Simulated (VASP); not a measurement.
Input of a VASP 6.6.1 run:

File INCAR:

```
PREC = Accurate ; ENCUT = 600
EDIFF = 1E-6 ; ISMEAR = -1
SIGMA = 0.08 ; LREAL = F
LASPH = T ; NELM = 80
ALGO = Normal ; ISIF = 3
LWAVE = F ; LCHARG = F
GGA = PE ; IBRION = 2
NSW = 100 ; EDIFFG = -0.005
```

KPOINTS

```
Automatic mesh
0
Gamma
  15 15 15
```

The input POSCAR:

```
Lu
1.0
   -1.8626039120      1.8626039120      1.8626039120
    1.8626039120     -1.8626039120      1.8626039120
    1.8626039120      1.8626039120     -1.8626039120
Lu
1
Direct
    0.0000000000      0.0000000000      0.0000000000
```

Potentials or basis: VASP PAW PBE potentials, release 64 (Lu).

Command:

```bash
$ cat potpaw_PBE.64/Lu/POTCAR > POTCAR
$ mpirun -np 1 vasp_std > vasp.out
```

What does it give for the relaxed cell?

a = 3.378 Å, b = 3.378 Å, c = 3.378 Å, α = 109.47°, β = 109.47°, γ = 109.47°.

Predict the relaxed volume.

29.68 Å³/atom.

Final structure:
```
CELL_PARAMETERS angstrom
-1.95039 1.95039 1.95039
1.95039 -1.95039 1.95039
1.95039 1.95039 -1.95039
ATOMIC_POSITIONS crystal
Lu 0.00000 0.00000 0.00000
```
